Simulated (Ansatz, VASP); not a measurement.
Two plane-wave programs on Sc

```
Sc
1.0
     3.22691    0.00000    0.00000
    -1.61345    2.79458    0.00000
     0.00000    0.00000    5.00943
Sc
2
Cartesian
  0.0000 1.8631 1.2524
  1.6135 0.9315 3.7571
```

Alike in both runs: task single point; functional LDA; k mesh 11 × 11 × 6; occupations fermi-dirac, width 0.1 eV; no spin polarisation.

|  | VASP | Ansatz |
| --- | --- | --- |
| version | VASP 6.6.1 | Ansatz 0.2.0 |
| potentials or method | VASP PAW LDA potentials, release 64 (Sc_sv), cutoff 500 eV | plane waves (420 eV) with PAW, scalar-relativistic |
| valence electrons in the cell | 22 | 22 |

|  | VASP | Ansatz | Ansatz less VASP |
| --- | --- | --- | --- |
| pressure (GPa) | 0.1 | 0.0 | -0.08 |

Ansatz warns that its potentials were made for another functional, while VASP's fit it. LDA's correlation is that of Perdew and Zunger in VASP and of Perdew and Wang (1992) in Ansatz.
